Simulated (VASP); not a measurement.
# Si (C2/m) in VASP: single point with r2SCAN

Aim: the single point of Si with r2SCAN.

All numbers are computed with VASP 6.6.1; they aren't measurements. Logs are shortened: lines on timing, memory, paths and dates and some standing lists are left out, and cuts for length are marked.

### 1 The cell of the first run

It takes space group C2/m (No. 12, monoclinic). The conventional cell has a = 4.912 Å, b = 2.836 Å, c = 4.594 Å, α = 90.00°, β = 90.00°, γ = 90.00°. Si (site symmetry m) has 1 Si at 1.64 Å within 2.2 Å.

### 2 Single point, r2SCAN (shortest bond scaled by 0.58, level accurate)

The input, POSCAR:

```
Si
1.0
    2.8359687699      0.0000000000      0.0000000000
   -1.4179843850      2.4560209991      0.0000000000
    0.0000000000      0.0000000000      4.5942694073
Si
2
Direct
    0.1933333333      0.5966666667      0.1450000000
    0.8066666667      0.4033333333      0.8550000000
```

The input, INCAR.step1:

```
ALGO = Normal ; EDIFF = 1E-4
ENCUT = 520 ; GGA = PE
ISMEAR = -1 ; LASPH = True
LCHARG = False ; LREAL = False
LWAVE = True ; NBANDS = 11
NELM = 60 ; PREC = Accurate
SIGMA = 0.05
```

The input, INCAR.step2:

```
ALGO = Normal ; EDIFF = 1E-6
ENCUT = 520 ; ISIF = 2
ISMEAR = -1 ; ISTART = 1
LASPH = True ; LCHARG = False
LMIXTAU = True ; LREAL = False
LWAVE = False ; METAGGA = R2SCAN
NBANDS = 11 ; NELM = 60
PREC = Accurate ; SIGMA = 0.05
```

The input, KPOINTS:

```
k-points
0
Gamma
  12 12 7
```

Potentials or basis: VASP PAW PBE potentials, release 64 (Si).

Launch:

```
$ cat potpaw_PBE.64/Si/POTCAR > POTCAR
$ cp INCAR.step1 INCAR
$ mpirun -np 1 vasp_std > vasp.out
$ cp INCAR.step2 INCAR
$ mpirun -np 1 vasp_std > vasp.out
```

OUTCAR:

```text
EDIFF = 1E-6
   ENCUT = 520
   ISIF = 2
   ISMEAR = -1
   ISTART = 1
   LASPH = True
   LREAL = False
   METAGGA = R2SCAN
   NELM = 60
   PREC = Accurate

 ion  position               nearest neighbor table
   1  0.193  0.597  0.145-   2 1.64   2 2.46   2 2.46
   2  0.807  0.403  0.855-   1 1.64   1 2.46   1 2.46

  LATTYP: Found a hexagonal cell.
 ALAT       =     2.8359687699
 C/A-ratio  =     1.6200000000

  Lattice vectors:

 A1 = (   2.8359687699,   0.0000000000,   0.0000000000)
 A2 = (  -1.4179843850,   2.4560209991,   0.0000000000)
 A3 = (   0.0000000000,   0.0000000000,   4.5942694073)

Analysis of symmetry for initial positions (statically):
=====================================================================
 Subroutine PRICEL returns:
 Original cell was already a primitive cell.

 Routine SETGRP: Setting up the symmetry group for a
 hexagonal supercell.

 Subroutine GETGRP returns: Found  4 space group operations
 (whereof  4 operations were pure point group operations)
 out of a pool of 24 trial point group operations.

The static configuration has the point symmetry C_2h.

Analysis of symmetry for dynamics (positions and initial velocities):
=====================================================================
 Subroutine PRICEL returns:
 Original cell was already a primitive cell.

 Routine SETGRP: Setting up the symmetry group for a
 hexagonal supercell.

 Subroutine GETGRP returns: Found  4 space group operations
 (whereof  4 operations were pure point group operations)
 out of a pool of 24 trial point group operations.

The dynamic configuration has the point symmetry C_2h.

 Subroutine INISYM returns: Found  4 space group operations
 (whereof  4 operations are pure point group operations),
 and found     1 'primitive' translations

----------------------------------------------------------------------------------------

                                     Primitive cell

  volume of cell :      32.0000

  direct lattice vectors                    reciprocal lattice vectors
     2.835968770  0.000000000  0.000000000     0.352613192  0.203581321  0.000000000
    -1.417984385  2.456020999  0.000000000     0.000000000  0.407162642  0.000000000
     0.000000000  0.000000000  4.594269407     0.000000000  0.000000000  0.217662464

  length of vectors
     2.835968770  2.835968770  4.594269407     0.407162642  0.407162642  0.217662464

[... 81 lines left out ...]
   LREAL  =      F    real-space projection
   EDIFFG = 0.1E-04   stopping-criterion for IOM
   NSW    =      0    number of steps for IOM
   IBRION =     -1    ionic relax: 0-MD 1-quasi-New 2-CG
   NFREE  =      0    steps in history (QN), initial steepest desc. (CG)
   ISIF   =      2    stress and relaxation
   ISYM   =      2    0-nonsym 1-usesym 2-fastsym
   POTIM  = 0.5000    time-step for ionic-motion
   TEBEG  =    0.0;   TEEND  =   0.0 temperature during run
   PSTRESS=    0.0 pullay stress
   NELECT =       8.0000    total number of electrons
   NUPDOWN=      -1.0000    fix difference up-down
   EMIN   =  10.00;   EMAX   =-10.00  energy-range for DOS
   EFERMI =   0.00;   METHOD = LEGACY
   ISMEAR =    -1;   SIGMA  =   0.05  broadening in eV -4-tet -1-fermi 0-gaus
   EFERMI_NEDOS =   21; number of points for ismear=-14 and -15
   IALGO  =     38    algorithm
   IMIX   =      4    mixing-type and parameters
     AMIX     =   0.40;   BMIX     =  1.00
     AMIX_MAG =   1.60;   BMIX_MAG =  1.00
  volume/ion in A,a.u.               =      16.00       107.97
  Fermi-wavevector in a.u.,A,eV,Ry     =   1.031307  1.948889 14.471090  1.063595
  Thomas-Fermi vector in A             =   2.165449
   LORBIT       =      0    0 simple, 1 ext, 2 COOP (PROOUT), +10 PAW based schemes
   METAGGA = R2SCAN    functional components
   LHFCALC =     F    Hartree Fock is set to
   AEXX    =    0.0000 exact exchange contribution
   IVDW    =     0    specifies the selected vdW correction
   LEPSILON=     F    determine dielectric tensor
   LRPA    =     F    only Hartree local field effects (RPA)
 non-spin polarized calculation
  energy-cutoff  :      520.00
  volume of cell :       32.00
 maximum number of plane-waves:       875
 NGX is ok and might be reduce to    24
   NGX = 11   NGY = 11   NGZ = 17

 number of electron       8.0000000 magnetization

 Free energy of the ion-electron system (eV)
  ---------------------------------------------------
  ext. energy  EPLUGINS =         0.00000000
  ---------------------------------------------------
  free energy    TOTEN  =        -9.30754768 eV

  energy without entropy =       -9.30043861  energy(sigma->0) =       -9.30399315

 E-fermi :   8.0808     XC(G=0): -10.9378

 val. band max:        8.0641707608   @ k =   0.5000   0.3333   0.4286
 cond. band min:       8.0981227479   @ k =  -0.0833   0.4167   0.1429
 fundamental gap:      0.0339519871
 Fermi energy:         8.0807796558

 k-point     1 :       0.0000    0.0000    0.0000
  band No.  band energies     occupation
      1      -7.7909      2.00000
      2       1.2330      2.00000
      3       3.8790      2.00000
      4      12.6695      0.00000
      5      13.3401      0.00000
      6      14.8896      0.00000
      7      15.4325      0.00000
      8      18.7714      0.00000
      9      19.0693      0.00000
     10      21.6064      0.00000
     11      22.3413      0.00000
[... 309 lines left out ...]
 k-point    24 :      -0.4167    0.3333    0.0000
  band No.  band energies     occupation
      1      -4.3111      2.00000
      2       1.8292      2.00000
      3       4.7433      2.00000
      4       6.9202      2.00000
      5       7.9511      1.86092
      6      10.9757      0.00000
      7      12.9836      0.00000
      8      14.2646      0.00000
      9      17.4773      0.00000
     10      20.1473      0.00000
     11      22.7230      0.00000

 [... further k-points ...]
[... 5 lines left out ...]
  --------------------------------------------------------------------------------------
  -------------------------------------------------------------------------------------
  Total       11.9865581      4.8471934     28.2342312      6.1828711     10.3151847     17.8664215
  in kB      600.1434878    242.6894825   1413.6326626    309.5642493    516.4610965    894.5367345
  external PRESSURE =     752.1552110 kB  Pullay stress =       0.0000000 kB

 VOLUME and BASIS-vectors are now :
 -----------------------------------------------------------------------------
  energy-cutoff  :      520.00
  volume of cell :       32.00
      direct lattice vectors                 reciprocal lattice vectors
     2.835968770  0.000000000  0.000000000     0.352613192  0.203581321  0.000000000
    -1.417984385  2.456020999  0.000000000     0.000000000  0.407162642  0.000000000
     0.000000000  0.000000000  4.594269407     0.000000000  0.000000000  0.217662464

 POSITION                                       TOTAL-FORCE (eV/Angst)
 -----------------------------------------------------------------------------------
     -0.29778      1.46543      0.66617        12.965496      7.485633     22.827079
      1.71576      0.99060      3.92810       -12.965496     -7.485633    -22.827079
 -----------------------------------------------------------------------------------
    total drift:                                0.000000     -0.000000     -0.000000

  FREE ENERGIE OF THE ION-ELECTRON SYSTEM (eV)
  ---------------------------------------------------
  free  energy   TOTEN  =        -9.3075476780 eV

  energy  without entropy=       -9.3004386128  energy(sigma->0) =       -9.30399315
```

OUTCAR.step1:

```text
EDIFF = 1E-4
   ENCUT = 520
   GGA = PE
   ISMEAR = -1
   LASPH = True
[... 558 lines left out ...]
     -0.29778      1.46543      0.66617        12.865536      7.427921     22.822011
      1.71576      0.99060      3.92810       -12.865536     -7.427921    -22.822011
 -----------------------------------------------------------------------------------
    total drift:                                0.000000     -0.000000     -0.000000

  FREE ENERGIE OF THE ION-ELECTRON SYSTEM (eV)
  ---------------------------------------------------
  free  energy   TOTEN  =        -2.9685281453 eV

  energy  without entropy=       -2.9606181435  energy(sigma->0) =       -2.96457314
```

OSZICAR.step1:

```text
N       E                     dE             d eps       ncg     rms          rms(c)
DAV:   1     0.160110227381E+02    0.16011E+02   -0.34452E+03  6094   0.606E+02
DAV:   2    -0.378641341171E+01   -0.19797E+02   -0.18886E+02  7813   0.918E+01
DAV:   3    -0.447570352637E+01   -0.68929E+00   -0.68393E+00  7818   0.153E+01
DAV:   4    -0.448141340070E+01   -0.57099E-02   -0.57086E-02  7590   0.171E+00
DAV:   5    -0.448146747940E+01   -0.54079E-04   -0.54078E-04  8094   0.151E-01    0.811E+00
DAV:   6    -0.304217064723E+01    0.14393E+01   -0.32447E+00  6820   0.725E+00    0.388E+00
DAV:   7    -0.297454831876E+01    0.67622E-01   -0.42798E-01  7623   0.329E+00    0.204E+00
DAV:   8    -0.296873742384E+01    0.58109E-02   -0.27287E-02  6874   0.939E-01    0.287E-01
DAV:   9    -0.296857729351E+01    0.16013E-03   -0.62924E-04  7724   0.164E-01    0.169E-01
DAV:  10    -0.296852814525E+01    0.49148E-04   -0.14961E-04  4342   0.597E-02
   1 F= -.29685281E+01 E0= -.29645731E+01  d E =-.791000E-02
```

Wall time 2.4 min (1 thread of Intel Xeon 6975P-C (Granite Rapids), shared host); peak memory 0.2 GiB.

Results:

| Item | Value |
| --- | --- |
| Free energy | -9.3075 eV |
| Pressure | 75.2 GPa |
| Largest force | 27.299 eV/Å |
| Band gap on the k mesh | zero (band 4 reaches 12.67 eV, above the bottom of band 5 at 6.17 eV) |

Forces in eV/Å, atoms in the order of the input:
```
Si   12.965   7.486  22.827
Si  -12.965  -7.486 -22.827
```

Caveat: the cell differs from its parent crystal (shortest bond scaled by 0.58, level accurate); the PAW data sets were made with another functional, which shifts forces and pressure a little.
